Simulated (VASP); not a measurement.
Input of a VASP 6.6.1 run:

The input INCAR:

```
SYSTEM = PbSe
PREC = Accurate ; ENCUT = 520
EDIFF = 1E-6 ; ISMEAR = 0
SIGMA = 0.01 ; LREAL = .FALSE.
LASPH = .TRUE. ; NELM = 100
ALGO = Normal ; ISIF = 2
LWAVE = .FALSE. ; LCHARG = .FALSE.
GGA = PS ; NBANDS = 17
```

The input KPOINTS:

```
regular mesh
0
G
  8 8 8
  0 0 0
```

POSCAR

```
PbSe
1.0
    0.0000000000      3.0512721129      3.0512721129
    3.0512721129      0.0000000000      3.0512721129
    3.0512721129      3.0512721129      0.0000000000
Pb Se
1 1
Direct
    0.0000000000      0.0000000000      0.0000000000
    0.5000000000      0.5000000000      0.5000000000
```

Potentials or basis: VASP PAW PBE potentials, release 64 (Pb_d, Se).

The run is started by

```bash
$ cat potpaw_PBE.64/Pb_d/POTCAR potpaw_PBE.64/Se/POTCAR > POTCAR
$ mpirun -np 1 vasp_std > vasp.out
```

(1) Predict the band gap on the k mesh.

(2) What does it give for the pressure?

Answers

(1) 0.17 eV, direct.

(2) 0.0 GPa.

Caveat: the PAW data sets were made with another functional, which shifts forces and pressure a little; spin-orbit coupling is left out, which moves the levels of the heavy elements.
